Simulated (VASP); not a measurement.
# VO2 (P4_2/mnm) in VASP: notebook

The runs below take VO2 through single point, with PBE+D4, LDA, BLYP, PBEsol+D3(BJ).

All numbers are computed with VASP 6.6.1; they aren't measurements. Logs are shortened: lines on timing, memory, paths and dates and some standing lists are left out, and cuts for length are marked.

## 1. The cell of the first run

It takes space group P4_2/mnm (No. 136, tetragonal). The conventional cell has a = 4.553 Å, b = 4.553 Å, c = 2.826 Å, α = 90.00°, β = 90.00°, γ = 90.00°. V (site symmetry mmm) has 6 O at 1.91 to 1.93 Å within 2.5 Å. Within 2.6 Å of O (site symmetry m2m) lie 3 V at 1.91 to 1.93 Å and 1 O at 2.58 Å.

## 2. Single point, PBE+D4, collinear spin, ferromagnetic start

The input, INCAR:

```
SYSTEM = VO2
PREC = Accurate ; ENCUT = 600
EDIFF = 1E-6 ; ISMEAR = -1
SIGMA = 0.05 ; LREAL = .False.
LASPH = .True. ; NELM = 200
ALGO = Normal ; ISIF = 2
LWAVE = .False. ; LCHARG = .False.
ISPIN = 2 ; MAGMOM = 2 2 0 0 0 0
LORBIT = 11 ; LMAXMIX = 4
GGA = PE ; IVDW = 13
NBANDS = 38 ; GGA_COMPAT = .False.
```

The input, KPOINTS:

```
Automatic mesh
0
Gamma
  6 6 9
  0 0 0
```

The input, POSCAR:

```
VO2
1.0
    4.5532894291      0.0000000000      0.0000000000
    0.0000000000      4.5532894291      0.0000000000
    0.0000000000      0.0000000000      2.8258729975
V O
2 4
Direct
    0.5000000000      0.5000000000      0.5000000000
    0.0000000000      0.0000000000      0.0000000000
    0.2005390506      0.7994609494      0.5000000000
    0.7994609494      0.2005390506      0.5000000000
    0.7005390506      0.7005390506      0.0000000000
    0.2994609494      0.2994609494      0.0000000000
```

Potentials or basis: VASP PAW PBE potentials, release 64 (V_sv, O).

Command:

```sh
cat potpaw_PBE.64/V_sv/POTCAR potpaw_PBE.64/O/POTCAR > POTCAR
mpirun -np 1 vasp_std > vasp.out
```

OUTCAR:

```text
SYSTEM = VO2
   PREC = Accurate
   ENCUT = 600
   EDIFF = 1E-6
   ISMEAR = -1
   LREAL = .False.
   LASPH = .True.
   NELM = 200
   ISIF = 2
   ISPIN = 2
   LORBIT = 11
   GGA = PE
   IVDW = 13

 ion  position               nearest neighbor table
   1  0.500  0.500  0.500-   5 1.91   6 1.91   5 1.91   6 1.91   3 1.93   4 1.93
   2  0.000  0.000  0.000-   3 1.91   4 1.91   3 1.91   4 1.91   5 1.93   6 1.93
   3  0.201  0.799  0.500-   2 1.91   2 1.91   1 1.93
   4  0.799  0.201  0.500-   2 1.91   2 1.91   1 1.93
   5  0.701  0.701  0.000-   1 1.91   1 1.91   2 1.93
   6  0.299  0.299  0.000-   1 1.91   1 1.91   2 1.93

  LATTYP: Found a simple tetragonal cell.
 ALAT       =     4.5532894291
 C/A-ratio  =     0.6206223087

  Lattice vectors:

 A1 = (   4.5532894291,   0.0000000000,   0.0000000000)
 A2 = (   0.0000000000,   4.5532894291,   0.0000000000)
 A3 = (   0.0000000000,   0.0000000000,   2.8258729975)

Analysis of symmetry for initial positions (statically):
=====================================================================
 Subroutine PRICEL returns:
 Original cell was already a primitive cell.

 Routine SETGRP: Setting up the symmetry group for a
 simple tetragonal supercell.

 Subroutine GETGRP returns: Found 16 space group operations
 (whereof  8 operations were pure point group operations)
 out of a pool of 16 trial point group operations.

The static configuration has the point symmetry D_2h.
 The point group associated with its full space group is D_4h.

Analysis of symmetry for dynamics (positions and initial velocities):
=====================================================================
 Subroutine PRICEL returns:
 Original cell was already a primitive cell.

 Routine SETGRP: Setting up the symmetry group for a
 simple tetragonal supercell.

 Subroutine GETGRP returns: Found 16 space group operations
 (whereof  8 operations were pure point group operations)
 out of a pool of 16 trial point group operations.

The dynamic configuration has the point symmetry D_2h.
 The point group associated with its full space group is D_4h.

Analysis of structural, dynamic, and magnetic symmetry:
=====================================================================
 Subroutine PRICEL returns:
 Original cell was already a primitive cell.

 Routine SETGRP: Setting up the symmetry group for a
 simple tetragonal supercell.

 Subroutine GETGRP returns: Found 16 space group operations
 (whereof  8 operations were pure point group operations)
 out of a pool of 16 trial point group operations.

The overall configuration has the point symmetry D_2h.
 The point group associated with its full space group is D_4h.

 Subroutine INISYM returns: Found 16 space group operations
 (whereof  8 operations are pure point group operations),
 and found     1 'primitive' translations

----------------------------------------------------------------------------------------

                                     Primitive cell

  volume of cell :      58.5873

  direct lattice vectors                    reciprocal lattice vectors
     4.553289429  0.000000000  0.000000000     0.219621444  0.000000000  0.000000000
     0.000000000  4.553289429  0.000000000     0.000000000  0.219621444  0.000000000
     0.000000000  0.000000000  2.825872997     0.000000000  0.000000000  0.353872945

  length of vectors
     4.553289429  4.553289429  2.825872997     0.219621444  0.219621444  0.353872945

  position of ions in fractional coordinates (direct lattice)
     0.500000000  0.500000000  0.500000000
     0.000000000  0.000000000  0.000000000
     0.200539051  0.799460949  0.500000000
     0.799460949  0.200539051  0.500000000
     0.700539051  0.700539051  0.000000000
     0.299460949  0.299460949  0.000000000

  ion indices of the primitive-cell ions
   primitive index   ion index
                 1           1
                 2           2
                 3           3
                 4           4
                 5           5
                 6           6

----------------------------------------------------------------------------------------

 KPOINTS: Automatic mesh

Automatic generation of k-mesh.
 Grid dimensions read from file:
 generate k-points for:    6    6    9

 Generating k-lattice:

  Cartesian coordinates                     Fractional coordinates (reciprocal lattice)
     0.036603574  0.000000000  0.000000000     0.166666667  0.000000000  0.000000000
     0.000000000  0.036603574  0.000000000     0.000000000  0.166666667  0.000000000
     0.000000000  0.000000000  0.039319216     0.000000000  0.000000000  0.111111111

  Length of vectors
     0.036603574  0.036603574  0.039319216

  Shift w.r.t. Gamma in fractional coordinates (k-lattice)
     0.000000000  0.000000000  0.000000000

 Subroutine IBZKPT returns following result:
 ===========================================

 Found     50 irreducible k-points:

 Following reciprocal coordinates:
            Coordinates               Weight
  0.000000  0.000000  0.000000      1.000000
  0.166667  0.000000  0.000000      4.000000
  0.333333  0.000000  0.000000      4.000000
  0.500000  0.000000  0.000000      2.000000
  0.166667  0.166667  0.000000      4.000000
  0.333333  0.166667  0.000000      8.000000
[... 16 lines left out ...]
  0.333333  0.000000  0.222222      8.000000
  0.500000  0.000000  0.222222      4.000000
 [... further k-points ...]
   k-points           NKPTS =     50   k-points in BZ     NKDIM =     50   number of bands    NBANDS=     38
   number of dos      NEDOS =    301   number of ions     NIONS =      6
   total plane-waves  NPLWV =  31104
   dimension x,y,z NGX =    36 NGY =   36 NGZ =   24
   dimension x,y,z NGXF=    72 NGYF=   72 NGZF=   48
   ions per type =               2   4
   NGX,Y,Z   is equivalent  to a cutoff of  13.14, 13.14, 14.12 a.u.
   NGXF,Y,Z  is equivalent  to a cutoff of  26.29, 26.29, 28.24 a.u.
 SYSTEM =  VO2
   PREC   = accura    normal or accurate (medium, high low for compatibility)
   ISTART =      0    job   : 0-new  1-cont  2-samecut
   ICHARG =      2    charge: 1-file 2-atom 10-const
   ISPIN  =      2    spin polarized calculation?
   LNONCOLLINEAR =      F non collinear calculations
   LSORBIT =      F    spin-orbit coupling
   LASPH  =      T    aspherical Exc in radial PAW
   ENCUT  =  600.0 eV  44.10 Ry    6.64 a.u.   9.09  9.09  5.64*2*pi/ulx,y,z
   NELM   =    200;   NELMIN=  2; NELMDL= -5     # of ELM steps
   EDIFF  = 0.1E-05   stopping-criterion for ELM
   LREAL  =      F    real-space projection
   EDIFFG = 0.1E-04   stopping-criterion for IOM
   NSW    =      0    number of steps for IOM
   IBRION =     -1    ionic relax: 0-MD 1-quasi-New 2-CG
   NFREE  =      0    steps in history (QN), initial steepest desc. (CG)
   ISIF   =      2    stress and relaxation
   ISYM   =      2    0-nonsym 1-usesym 2-fastsym
   POTIM  = 0.5000    time-step for ionic-motion
   TEBEG  =    0.0;   TEEND  =   0.0 temperature during run
   PSTRESS=    0.0 pullay stress
   NELECT =      50.0000    total number of electrons
   NUPDOWN=      -1.0000    fix difference up-down
   EMIN   =  10.00;   EMAX   =-10.00  energy-range for DOS
   EFERMI =   0.00;   METHOD = LEGACY
   ISMEAR =    -1;   SIGMA  =   0.05  broadening in eV -4-tet -1-fermi 0-gaus
   EFERMI_NEDOS =   21; number of points for ismear=-14 and -15
   IALGO  =     38    algorithm
   IMIX   =      4    mixing-type and parameters
     AMIX     =   0.40;   BMIX     =  1.00
     AMIX_MAG =   1.60;   BMIX_MAG =  1.00
  volume/ion in A,a.u.               =       9.76        65.89
  Fermi-wavevector in a.u.,A,eV,Ry     =   1.552853  2.934467 32.808457  2.411354
  Thomas-Fermi vector in A             =   2.657169
   LORBIT       =     11    0 simple, 1 ext, 2 COOP (PROOUT), +10 PAW based schemes
   GGA     = PE    functional components
   LHFCALC =     F    Hartree Fock is set to
   AEXX    =    0.0000 exact exchange contribution
   IVDW    =    13    specifies the selected vdW correction
   LEPSILON=     F    determine dielectric tensor
   LRPA    =     F    only Hartree local field effects (RPA)
 spin polarized calculation
  energy-cutoff  :      600.00
  volume of cell :       58.59
 maximum number of plane-waves:      1968
   NGX = 19   NGY = 19   NGZ = 11

 number of electron      49.9999994 magnetization       1.9959217

 Free energy of the ion-electron system (eV)
  ---------------------------------------------------
  ext. energy  EPLUGINS =         0.00000000
  ---------------------------------------------------
  free energy    TOTEN  =       -51.95962306 eV

  energy without entropy =      -51.93723375  energy(sigma->0) =      -51.94842841

 E-fermi :   6.4119     XC(G=0): -11.8144

 val. band max:        6.4104692997   @ k =   0.1667   0.0000   0.0000
 cond. band min:       6.4452998719   @ k =   0.0000   0.0000   0.3333
 fundamental gap:      0.0348305722
 Fermi energy:         6.4119221769

 spin component 1

 k-point     1 :       0.0000    0.0000    0.0000
  band No.  band energies     occupation
      1     -59.6735      1.00000
      2     -59.6640      1.00000
      3     -33.5126      1.00000
      4     -33.5126      1.00000
      5     -33.4252      1.00000
      6     -33.4234      1.00000
[... 29 lines left out ...]
     36      16.9471      0.00000
     37      16.9471      0.00000

 k-point     2 :       0.1667    0.0000    0.0000
  band No.  band energies     occupation
      1     -59.6729      1.00000
      2     -59.6646      1.00000
      3     -33.5070      1.00000
      4     -33.5066      1.00000
      5     -33.4298      1.00000
      6     -33.4294      1.00000
[... 29 lines left out ...]
     36      16.8967      0.00000
     37      17.1378      0.00000
[... 838 lines left out ...]
     36      17.6568      0.00000
     37      19.2863      0.00000

 k-point    24 :       0.5000    0.0000    0.2222
  band No.  band energies     occupation
      1     -59.6540      1.00000
      2     -59.6540      1.00000
      3     -33.5705      1.00000
      4     -33.5705      1.00000
      5     -33.4517      1.00000
      6     -33.4517      1.00000
[... 29 lines left out ...]
     36      16.6809      0.00000
     37      20.0207      0.00000

 [... further k-points ...]

 spin component 2

 k-point     1 :       0.0000    0.0000    0.0000
  band No.  band energies     occupation
      1     -58.5794      1.00000
      2     -58.5691      1.00000
      3     -32.4323      1.00000
      4     -32.4323      1.00000
      5     -32.3674      1.00000
      6     -32.3463      1.00000
[... 29 lines left out ...]
     36      17.2134      0.00000
     37      17.2134      0.00000

 k-point     2 :       0.1667    0.0000    0.0000
  band No.  band energies     occupation
      1     -58.5787      1.00000
      2     -58.5698      1.00000
      3     -32.4261      1.00000
      4     -32.4256      1.00000
      5     -32.3660      1.00000
      6     -32.3477      1.00000
[... 29 lines left out ...]
     36      17.1323      0.00000
     37      17.4099      0.00000
[... 838 lines left out ...]
     36      17.7736      0.00000
     37      19.5663      0.00000

 k-point    24 :       0.5000    0.0000    0.2222
  band No.  band energies     occupation
      1     -58.5589      1.00000
      2     -58.5589      1.00000
      3     -32.5211      1.00000
      4     -32.5211      1.00000
      5     -32.3686      1.00000
      6     -32.3686      1.00000
[... 29 lines left out ...]
     36      16.7809      0.00000
     37      20.3021      0.00000

 [... further k-points ...]

 [bands above 37 left out]

------------------------ aborting loop because EDIFF is reached ----------------------------------------

  DFT-D4 for vdW energy calculation

  Edisp (eV):   -1.34804

  FORCE on cell =-STRESS in cart. coord.  units (eV):
  Direction    XX          YY          ZZ          XY          YZ          ZX
  --------------------------------------------------------------------------------------
  -------------------------------------------------------------------------------------
  Total       0.21409     0.21409     0.33738     0.00000     0.00000     0.00000
  in kB       5.85474     5.85474     9.22625     0.00000     0.00000     0.00000
  external pressure =        6.98 kB  Pullay stress =        0.00 kB

 VOLUME and BASIS-vectors are now :
 -----------------------------------------------------------------------------
  energy-cutoff  :      600.00
  volume of cell :       58.59
      direct lattice vectors                 reciprocal lattice vectors
     4.553289429  0.000000000  0.000000000     0.219621444  0.000000000  0.000000000
     0.000000000  4.553289429  0.000000000     0.000000000  0.219621444  0.000000000
     0.000000000  0.000000000  2.825872997     0.000000000  0.000000000  0.353872945

 POSITION                                       TOTAL-FORCE (eV/Angst)
 -----------------------------------------------------------------------------------
      2.27664      2.27664      1.41294        -0.000000     -0.000000      0.000000
      0.00000      0.00000      0.00000        -0.000000     -0.000000      0.000000
      0.91311      3.64018      1.41294         0.020013     -0.020013      0.000000
      3.64018      0.91311      1.41294        -0.020013      0.020013      0.000000
      3.18976      3.18976      0.00000         0.020013      0.020013      0.000000
      1.36353      1.36353      0.00000        -0.020013     -0.020013      0.000000
 -----------------------------------------------------------------------------------
    total drift:                                0.000000      0.000000     -0.000000

  FREE ENERGIE OF THE ION-ELECTRON SYSTEM (eV)
  ---------------------------------------------------
  free  energy   TOTEN  =       -53.3076667278 eV

  energy  without entropy=      -53.2852774200  energy(sigma->0) =      -53.29647207

 total charge

# of ion       s       p       d       tot
------------------------------------------
    1        2.287   6.346   2.925  11.557
    2        2.287   6.346   2.925  11.557
    3        1.570   3.485   0.000   5.055
    4        1.570   3.485   0.000   5.055
    5        1.570   3.485   0.000   5.055
    6        1.570   3.485   0.000   5.055
--------------------------------------------------
tot         10.853  26.630   5.851  43.333

 magnetization (x)

# of ion       s       p       d       tot
------------------------------------------
    1        0.013   0.012   1.016   1.041
    2        0.013   0.012   1.016   1.041
    3       -0.002  -0.048   0.000  -0.050
    4       -0.002  -0.048   0.000  -0.050
    5       -0.002  -0.048   0.000  -0.050
    6       -0.002  -0.048   0.000  -0.050
--------------------------------------------------
tot          0.018  -0.168   2.032   1.882
```

Run time: 98 s. Hardware: 1 thread of Intel Xeon 6975P-C (Granite Rapids), shared host; peak memory 0.32 GiB.

What came out:

* Free energy: -53.3077 eV
* Pressure: 0.7 GPa
* Largest force: 0.028 eV/Å
* Band gap on the k mesh: zero (filled and empty bands overlap)
* Net moment: 2.00 μB per cell
* Site moments: V +1.04; O -0.05 μB
* Valence electrons inside the program's atomic spheres: V 11.56; O 5.05
* Dispersion energy per atom: -0.225 eV

Forces on the atoms (eV/Å):
```
V    0.000  0.000  0.000
V    0.000  0.000  0.000
O    0.020 -0.020  0.000
O   -0.020  0.020  0.000
O    0.020  0.020  0.000
O   -0.020 -0.020  0.000
```

Levels at points of the mesh, in eV from the Fermi level:
Spin up:
```tsv
k point	band 23	band 24	band 25	band 26	band 27	band 28	band 29	band 30
(0.00, 0.00, 0.00)	-1.95	-1.52	-1.04	-0.81	-0.33	-0.33	-0.25	1.87
(0.50, 0.00, 0.00)	-2.22	-2.22	-0.33	-0.33	0.31	0.31	1.00	1.00
(0.50, 0.50, 0.00)	-2.74	-2.74	-1.01	-1.01	-0.31	-0.31	1.41	1.41
```
Spin down:
```
           k point  band 20  band 21  band 22  band 23  band 24  band 25  band 26  band 27  band 28  band 29
(0.00, 0.00, 0.00)    -3.49    -2.15    -2.04    -2.04    -1.52     0.16     0.21     0.80     0.93     0.93
(0.50, 0.00, 0.00)    -4.87    -3.13    -3.13    -2.29    -2.29     0.78     0.78     1.50     1.50     1.97
(0.50, 0.50, 0.00)    -3.90    -2.85    -2.85    -2.79    -2.79     0.11     0.11     0.95     0.95     2.27
```

Caveat: semilocal functionals often make such compounds metallic where correlation or magnetic order opens a gap, which also shifts bond lengths. With open d or f shells a metallic result of PBE can be an artefact of self-interaction; +U or a hybrid may open a gap.

## 3. Single point, LDA, collinear spin, ferromagnetic start

This run uses another cell than the first one, of 10.72 Å³/atom.

The input, INCAR:

```
ALGO = Normal
EDIFF = 1E-6
ENCUT = 600
GGA = CA
GGA_COMPAT = False
ISIF = 2
ISMEAR = -1
ISPIN = 2
LASPH = True
LCHARG = False
LMAXMIX = 4
LORBIT = 11
LREAL = False
LWAVE = False
MAGMOM = 2 2 0 0 0 0
NBANDS = 38
NELM = 200
PREC = Accurate
SIGMA = 0.05
```

The input, KPOINTS:

```
k-points
0
Gamma
  6 6 9
```

The input, POSCAR:

```
VO2
1.0
    4.5665141372      0.0000000000      0.0000000000
    0.0000000000      4.5665141372      0.0000000000
    0.0000000000      0.0000000000      3.0845131470
V O
2 4
Direct
    0.5000000000      0.5000000000      0.5000000000
    0.0000000000      0.0000000000      0.0000000000
    0.2003580000      0.7996420000      0.5000000000
    0.7996420000      0.2003580000      0.5000000000
    0.7003580000      0.7003580000      0.0000000000
    0.2996420000      0.2996420000      0.0000000000
```

Potentials or basis: VASP PAW LDA potentials, release 64 (V_sv, O).

Command:

```sh
cat potpaw_LDA.64/V_sv/POTCAR potpaw_LDA.64/O/POTCAR > POTCAR
mpirun -np 1 vasp_std > vasp.out
```

It took 3.9 min on 1 thread of AMD EPYC 9R14 (Zen 4), shared host; peak memory 0.27 GiB.

Results (log left out):

- Free energy: -56.3858 eV
- Pressure: -28.7 GPa
- Largest force: 0.335 eV/Å
- Band gap on the k mesh: zero (filled and empty bands overlap)
- Net moment: 2.00 μB per cell
- Site moments: V +1.04; O -0.05 μB
- Valence electrons inside the program's atomic spheres: V 11.34; O 4.96

Forces on the atoms (eV/Å):
```
V    0.000  0.000  0.000
V    0.000  0.000  0.000
O   -0.237  0.237  0.000
O    0.237 -0.237  0.000
O   -0.237 -0.237  0.000
O    0.237  0.237  0.000
```

Stress tensor (GPa, compression positive):
```
-22.22   0.00   0.00
  0.00 -22.22   0.00
  0.00   0.00 -41.57
```

Levels at points of the mesh, in eV from the Fermi level:
Spin up:
```
           k point  band 22  band 23  band 24  band 25  band 26  band 27  band 28  band 29  band 30  band 31
(0.00, 0.00, 0.00)    -1.54    -1.54    -1.04    -0.72    -0.47    -0.36    -0.33    -0.33     1.66     1.77
(0.50, 0.00, 0.00)    -3.25    -1.77    -1.77    -0.12    -0.12     0.36     0.36     0.85     0.85     3.15
(0.50, 0.50, 0.00)    -2.74    -2.36    -2.36    -0.67    -0.67    -0.31    -0.31     1.23     1.23     2.99
```
Spin down:
| k point | band 22 | band 23 | band 24 | band 25 | band 26 | band 27 |
| --- | --- | --- | --- | --- | --- | --- |
| (0.00, 0.00, 0.00) | -1.62 | -1.62 | -1.15 | 0.32 | 0.45 | 0.56 |
| (0.50, 0.00, 0.00) | -3.14 | -1.85 | -1.85 | 0.84 | 0.84 | 1.23 |
| (0.50, 0.50, 0.00) | -2.77 | -2.40 | -2.40 | 0.32 | 0.32 | 0.65 |

Caveat: the stress differs along the axes, from -42 to -22 GPa; semilocal functionals often make such compounds metallic where correlation or magnetic order opens a gap, which also shifts bond lengths. With open d or f shells a metallic result of LDA can be an artefact of self-interaction; +U or a hybrid may open a gap.

[end of part 1 of 3]

The gap in the log of VASP goes by the Fermi energy; the results here count the filled bands.